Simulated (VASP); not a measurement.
# Na (P6_3/mmc) in VASP: further runs

The runs below take Na through single point, with PBE.

All numbers are computed with VASP 6.6.1; they aren't measurements. Logs are shortened: lines on timing, memory, paths and dates and some standing lists are left out, and cuts for length are marked.

### 1 The cell of the first run

The structure is hexagonal, space group P6_3/mmc (No. 194). The conventional cell has a = 3.318 Å, b = 3.318 Å, c = 5.443 Å, α = 90.00°, β = 90.00°, γ = 120.00°. Within 4.4 Å of Na (site symmetry -6m2) lie 12 Na at 3.32 to 3.33 Å.

This isn't the form of Na at room conditions, which is bcc.

### 2 Single point, PBE (25.96 Å³/atom)

INCAR reads:

```
ALGO     = Normal         # electronic algorithm
EDIFF    = 1E-6           # SCF threshold, eV
ENCUT    = 520            # plane-wave cutoff, eV
GGA      = PE             # functional
ISIF     = 2              # what is computed and relaxed
ISMEAR   = -1             # smearing method
LASPH    = True           # aspherical terms in the spheres
LCHARG   = False          # write CHGCAR
LREAL    = False          # projectors in reciprocal space
LWAVE    = False          # write WAVECAR
NBANDS   = 14             # bands
NELM     = 60             # most SCF steps
PREC     = Accurate       # precision mode
SIGMA    = 0.05           # smearing width, eV
```

KPOINTS reads:

```
k-points
0
Gamma
  12 12 6
```

POSCAR reads:

```
Na
1.0
    3.3184921562      0.0000000000      0.0000000000
   -1.6592460781      2.8738985096      0.0000000000
    0.0000000000      0.0000000000      5.4431067567
Na
2
Direct
    0.3333333333      0.6666666667      0.2500000000
    0.6666666667      0.3333333333      0.7500000000
```

Potentials or basis: VASP PAW PBE potentials, release 64 (Na_pv).

On the command line:

```sh
> cat potpaw_PBE.64/Na_pv/POTCAR > POTCAR
> mpirun -np 1 vasp_std > vasp.out
```

OUTCAR:

```text
EDIFF = 1E-6
   ENCUT = 520
   GGA = PE
   ISIF = 2
   ISMEAR = -1
   LASPH = True
   LREAL = False
   NELM = 60
   PREC = Accurate

 ion  position               nearest neighbor table
   1  0.333  0.667  0.250-
   2  0.667  0.333  0.750-

  LATTYP: Found a hexagonal cell.
 ALAT       =     3.3184921562
 C/A-ratio  =     1.6402349322

  Lattice vectors:

 A1 = (   3.3184921562,   0.0000000000,   0.0000000000)
 A2 = (  -1.6592460781,   2.8738985096,   0.0000000000)
 A3 = (   0.0000000000,   0.0000000000,   5.4431067567)

Analysis of symmetry for initial positions (statically):
=====================================================================
 Subroutine PRICEL returns:
 Original cell was already a primitive cell.

 Routine SETGRP: Setting up the symmetry group for a
 hexagonal supercell.

 Subroutine GETGRP returns: Found 24 space group operations
 (whereof 12 operations were pure point group operations)
 out of a pool of 24 trial point group operations.

The static configuration has the point symmetry D_3d.
 The point group associated with its full space group is D_6h.

Analysis of symmetry for dynamics (positions and initial velocities):
=====================================================================
 Subroutine PRICEL returns:
 Original cell was already a primitive cell.

 Routine SETGRP: Setting up the symmetry group for a
 hexagonal supercell.

 Subroutine GETGRP returns: Found 24 space group operations
 (whereof 12 operations were pure point group operations)
 out of a pool of 24 trial point group operations.

The dynamic configuration has the point symmetry D_3d.
 The point group associated with its full space group is D_6h.

 Subroutine INISYM returns: Found 24 space group operations
 (whereof 12 operations are pure point group operations),
 and found     1 'primitive' translations

----------------------------------------------------------------------------------------

                                     Primitive cell

  volume of cell :      51.9110

  direct lattice vectors                    reciprocal lattice vectors
     3.318492156  0.000000000  0.000000000     0.301341680  0.173979700  0.000000000
    -1.659246078  2.873898510  0.000000000     0.000000000  0.347959400  0.000000000
     0.000000000  0.000000000  5.443106757     0.000000000  0.000000000  0.183718609

  length of vectors
     3.318492156  3.318492156  5.443106757     0.347959400  0.347959400  0.183718609

  position of ions in fractional coordinates (direct lattice)
     0.333333333  0.666666667  0.250000000
     0.666666667  0.333333333  0.750000000

  ion indices of the primitive-cell ions
   primitive index   ion index
                 1           1
                 2           2

----------------------------------------------------------------------------------------

 KPOINTS: k-points

Automatic generation of k-mesh.
 Grid dimensions read from file:
 generate k-points for:   12   12    6

 Generating k-lattice:

  Cartesian coordinates                     Fractional coordinates (reciprocal lattice)
     0.025111807  0.014498308  0.000000000     0.083333333  0.000000000  0.000000000
     0.000000000  0.028996617  0.000000000     0.000000000  0.083333333  0.000000000
     0.000000000  0.000000000  0.030619768     0.000000000  0.000000000  0.166666667

  Length of vectors
     0.028996617  0.028996617  0.030619768

  Shift w.r.t. Gamma in fractional coordinates (k-lattice)
     0.000000000  0.000000000  0.000000000

 Subroutine IBZKPT returns following result:
 ===========================================

 Found     76 irreducible k-points:

 Following reciprocal coordinates:
            Coordinates               Weight
  0.000000  0.000000  0.000000      1.000000
  0.083333  0.000000  0.000000      6.000000
  0.166667  0.000000  0.000000      6.000000
  0.250000  0.000000  0.000000      6.000000
  0.333333  0.000000  0.000000      6.000000
  0.416667  0.000000  0.000000      6.000000
[... 16 lines left out ...]
  0.250000  0.000000  0.166667     12.000000
  0.333333  0.000000  0.166667     12.000000
 [... further k-points ...]
   k-points           NKPTS =     76   k-points in BZ     NKDIM =     76   number of bands    NBANDS=     14
   number of dos      NEDOS =    301   number of ions     NIONS =      2
   total plane-waves  NPLWV =  31360
   dimension x,y,z NGX =    28 NGY =   28 NGZ =   40
   dimension x,y,z NGXF=    56 NGYF=   56 NGZF=   80
   ions per type =               2
   NGX,Y,Z   is equivalent  to a cutoff of  14.03, 14.03, 12.22 a.u.
   NGXF,Y,Z  is equivalent  to a cutoff of  28.05, 28.05, 24.43 a.u.
 SYSTEM =  unknown system
   PREC   = accura    normal or accurate (medium, high low for compatibility)
   ISTART =      0    job   : 0-new  1-cont  2-samecut
   ICHARG =      2    charge: 1-file 2-atom 10-const
   ISPIN  =      1    spin polarized calculation?
   LNONCOLLINEAR =      F non collinear calculations
   LSORBIT =      F    spin-orbit coupling
   LASPH  =      T    aspherical Exc in radial PAW
   ENCUT  =  520.0 eV  38.22 Ry    6.18 a.u.   6.17  6.17 10.12*2*pi/ulx,y,z
   NELM   =     60;   NELMIN=  2; NELMDL= -5     # of ELM steps
   EDIFF  = 0.1E-05   stopping-criterion for ELM
   LREAL  =      F    real-space projection
   EDIFFG = 0.1E-04   stopping-criterion for IOM
   NSW    =      0    number of steps for IOM
   IBRION =     -1    ionic relax: 0-MD 1-quasi-New 2-CG
   NFREE  =      0    steps in history (QN), initial steepest desc. (CG)
   ISIF   =      2    stress and relaxation
   ISYM   =      2    0-nonsym 1-usesym 2-fastsym
   POTIM  = 0.5000    time-step for ionic-motion
   TEBEG  =    0.0;   TEEND  =   0.0 temperature during run
   PSTRESS=    0.0 pullay stress
   NELECT =      14.0000    total number of electrons
   NUPDOWN=      -1.0000    fix difference up-down
   EMIN   =  10.00;   EMAX   =-10.00  energy-range for DOS
   EFERMI =   0.00;   METHOD = LEGACY
   ISMEAR =    -1;   SIGMA  =   0.05  broadening in eV -4-tet -1-fermi 0-gaus
   EFERMI_NEDOS =   21; number of points for ismear=-14 and -15
   IALGO  =     38    algorithm
   IMIX   =      4    mixing-type and parameters
     AMIX     =   0.40;   BMIX     =  1.00
     AMIX_MAG =   1.60;   BMIX_MAG =  1.00
  volume/ion in A,a.u.               =      25.96       175.16
  Fermi-wavevector in a.u.,A,eV,Ry     =   1.057705  1.998772 15.221375  1.118739
  Thomas-Fermi vector in A             =   2.192987
   LORBIT       =      0    0 simple, 1 ext, 2 COOP (PROOUT), +10 PAW based schemes
   GGA     = PE    functional components
   LHFCALC =     F    Hartree Fock is set to
   AEXX    =    0.0000 exact exchange contribution
   IVDW    =     0    specifies the selected vdW correction
   LEPSILON=     F    determine dielectric tensor
   LRPA    =     F    only Hartree local field effects (RPA)
 non-spin polarized calculation
  energy-cutoff  :      520.00
  volume of cell :       51.91
 maximum number of plane-waves:      1420
 NGX is ok and might be reduce to    28
   NGX = 13   NGY = 13   NGZ = 21

 number of electron      13.9999994 magnetization

 Free energy of the ion-electron system (eV)
  ---------------------------------------------------
  ext. energy  EPLUGINS =         0.00000000
  ---------------------------------------------------
  free energy    TOTEN  =        -2.34931557 eV

  energy without entropy =       -2.34226895  energy(sigma->0) =       -2.34579226

 E-fermi :   1.5259     XC(G=0):  -7.5138

 val. band max:        1.5119511352   @ k =   0.4167   0.0833   0.1667
 cond. band min:       1.5589358957   @ k =   0.3333   0.1667   0.3333
 fundamental gap:      0.0469847605
 Fermi energy:         1.5258974101

 k-point     1 :       0.0000    0.0000    0.0000
  band No.  band energies     occupation
      1     -23.2582      2.00000
      2     -23.1555      2.00000
      3     -23.1555      2.00000
      4     -23.1408      2.00000
      5     -23.1408      2.00000
      6     -23.1405      2.00000
      7      -2.5288      2.00000
      8       2.1663      0.00001
      9       2.9099      0.00000
     10      13.7564      0.00000
     11      13.7564      0.00000
     12      14.2387      0.00000
     13      14.6334      0.00000
     14      14.6334      0.00000

 k-point     2 :       0.0833    0.0000    0.0000
  band No.  band energies     occupation
      1     -23.2554      2.00000
      2     -23.1616      2.00000
      3     -23.1574      2.00000
      4     -23.1471      2.00000
      5     -23.1417      2.00000
      6     -23.1414      2.00000
      7      -2.3956      2.00000
      8       2.2754      0.00000
      9       3.0362      0.00000
     10      11.8158      0.00000
     11      13.0911      0.00000
     12      13.5510      0.00000
     13      15.2039      0.00000
     14      15.3813      0.00000

 k-point     3 :       0.1667    0.0000    0.0000
  band No.  band energies     occupation
      1     -23.2475      2.00000
      2     -23.1783      2.00000
      3     -23.1640      2.00000
      4     -23.1625      2.00000
      5     -23.1443      2.00000
      6     -23.1442      2.00000
      7      -1.9989      2.00000
      8       2.6033      0.00000
      9       3.4057      0.00000
     10       9.5691      0.00000
     11      12.1830      0.00000
     12      12.2784      0.00000
     13      13.5288      0.00000
     14      15.2827      0.00000

 k-point     4 :       0.2500    0.0000    0.0000
  band No.  band energies     occupation
      1     -23.2358      2.00000
      2     -23.2016      2.00000
      3     -23.1865      2.00000
      4     -23.1691      2.00000
      5     -23.1489      2.00000
      6     -23.1482      2.00000
      7      -1.3475      2.00000
      8       3.1528      0.00000
      9       3.9778      0.00000
     10       7.4949      0.00000
     11      10.8850      0.00000
     12      11.3541      0.00000
     13      11.6244      0.00000
     14      14.4601      0.00000

 k-point     5 :       0.3333    0.0000    0.0000
  band No.  band energies     occupation
      1     -23.2252      2.00000
      2     -23.2222      2.00000
      3     -23.2083      2.00000
      4     -23.1756      2.00000
      5     -23.1554      2.00000
      6     -23.1522      2.00000
      7      -0.4548      2.00000
      8       3.9269      0.00000
      9       4.4755      0.00000
     10       5.8888      0.00000
     11       9.3979      0.00000
[... 276 lines left out ...]
 k-point    22 :       0.1667    0.0000    0.1667
  band No.  band energies     occupation
      1     -23.2418      2.00000
      2     -23.1766      2.00000
      3     -23.1687      2.00000
      4     -23.1613      2.00000
      5     -23.1472      2.00000
      6     -23.1456      2.00000
      7      -1.8526      2.00000
      8       1.4840      1.39632
      9       4.7445      0.00000
     10       9.6883      0.00000
     11      11.8855      0.00000
     12      12.3840      0.00000
     13      12.9588      0.00000
     14      14.4575      0.00000

 k-point    23 :       0.2500    0.0000    0.1667
  band No.  band energies     occupation
      1     -23.2340      2.00000
      2     -23.1979      2.00000
      3     -23.1899      2.00000
      4     -23.1677      2.00000
      5     -23.1511      2.00000
      6     -23.1496      2.00000
      7      -1.2038      2.00000
      8       2.0728      0.00004
      9       5.2459      0.00000
     10       7.6490      0.00000
     11      10.1194      0.00000
     12      11.7309      0.00000
     13      11.8563      0.00000
     14      14.2168      0.00000

 k-point    24 :       0.3333    0.0000    0.1667
  band No.  band energies     occupation
      1     -23.2349      2.00000
      2     -23.2155      2.00000
      3     -23.2046      2.00000
      4     -23.1740      2.00000
      5     -23.1563      2.00000
      6     -23.1537      2.00000
      7      -0.3145      2.00000
      8       2.8741      0.00000
      9       5.2273      0.00000
     10       6.5283      0.00000
     11       8.3591      0.00000
     12      10.6339      0.00000
     13      11.2599      0.00000
     14      13.7186      0.00000

 [... further k-points ...]
[... 5 lines left out ...]
  --------------------------------------------------------------------------------------
  -------------------------------------------------------------------------------------
  Total        1.7014647      1.7014647      1.7181106      0.0000000     -0.0000000      0.0000000
  in kB       52.5139213     52.5139213     53.0276807      0.0000000     -0.0000000      0.0000000
  external PRESSURE =      52.6851745 kB  Pullay stress =       0.0000000 kB

 VOLUME and BASIS-vectors are now :
 -----------------------------------------------------------------------------
  energy-cutoff  :      520.00
  volume of cell :       51.91
      direct lattice vectors                 reciprocal lattice vectors
     3.318492156  0.000000000  0.000000000     0.301341680  0.173979700  0.000000000
    -1.659246078  2.873898510  0.000000000     0.000000000  0.347959400  0.000000000
     0.000000000  0.000000000  5.443106757     0.000000000  0.000000000  0.183718609

 POSITION                                       TOTAL-FORCE (eV/Angst)
 -----------------------------------------------------------------------------------
     -0.00000      1.91593      1.36078         0.000000      0.000000      0.000000
      1.65925      0.95797      4.08233        -0.000000     -0.000000      0.000000
 -----------------------------------------------------------------------------------
    total drift:                               -0.000000      0.000000     -0.000000

  FREE ENERGIE OF THE ION-ELECTRON SYSTEM (eV)
  ---------------------------------------------------
  free  energy   TOTEN  =        -2.3493155683 eV

  energy  without entropy=       -2.3422689496  energy(sigma->0) =       -2.34579226
```

It took 56 s on 1 thread of Intel Xeon 8259CL, shared host; peak memory 0.19 GiB.

What came out:

- Free energy: -2.3493 eV
- Pressure: 5.3 GPa
- Band gap on the k mesh: zero (bands 7 and 8 overlap by 5.37 eV)

Caveat: the cell stands under pressure.

### 3 Single point, PBE

This run uses another cell than the first one, of 29.66 Å³/atom.

INCAR reads:

```
SYSTEM = Na
PREC     = Accurate       ! precision mode
ENCUT    = 520            ! plane-wave cutoff, eV
EDIFF    = 1E-6           ! SCF threshold, eV
ISMEAR   = -1             ! smearing method
SIGMA    = 0.05           ! smearing width, eV
LREAL    = .FALSE.        ! projectors in reciprocal space
LASPH    = .TRUE.         ! aspherical terms in the spheres
NELM     = 60             ! most SCF steps
ALGO     = Normal         ! electronic algorithm
ISIF     = 2              ! what is computed and relaxed
LWAVE    = .FALSE.        ! write WAVECAR
LCHARG   = .FALSE.        ! write CHGCAR
GGA      = PE             ! functional
NBANDS   = 14             ! bands
```

KPOINTS reads:

```
Automatic mesh
0
G
  12 12 6
  0 0 0
```

POSCAR reads:

```
Na
1.0
    3.4695363703      0.0000000000      0.0000000000
   -1.7347681851      3.0047066360      0.0000000000
    0.0000000000      0.0000000000      5.6908547529
Na
2
Direct
    0.3333333333      0.6666666667      0.2500000000
    0.6666666667      0.3333333333      0.7500000000
```

Potentials or basis: VASP PAW PBE potentials, release 64 (Na_pv).

On the command line:

```sh
> cat potpaw_PBE.64/Na_pv/POTCAR > POTCAR
> mpirun -np 1 vasp_std > vasp.out
```

Run time: 50 s. Hardware: 1 thread of Intel Xeon 8259CL, shared host; peak memory 0.19 GiB.

It converged, with:

| Item | Value |
| --- | --- |
| Free energy | -2.5277 eV |
| Pressure | 2.6 GPa |
| Band gap on the k mesh | zero (bands 7 and 8 overlap by 4.95 eV) |

Levels at points of the mesh, in eV from the Fermi level:
```tsv
k point	band 3	band 4	band 5	band 6	band 7	band 8	band 9	band 10	band 11	band 12
(0.00, 0.00, 0.00)	-24.71	-24.70	-24.70	-24.70	-3.72	0.62	1.23	11.39	11.39	11.86
(0.50, 0.00, 0.00)	-24.74	-24.73	-24.72	-24.71	0.30	0.55	4.25	4.49	5.17	5.30
(0.00, 0.00, 0.50)	-24.71	-24.71	-24.71	-24.71	-2.53	-2.53	6.32	6.32	12.00	12.00
(0.50, 0.00, 0.50)	-24.72	-24.72	-24.72	-24.72	1.24	1.24	1.89	1.89	8.63	8.63
```
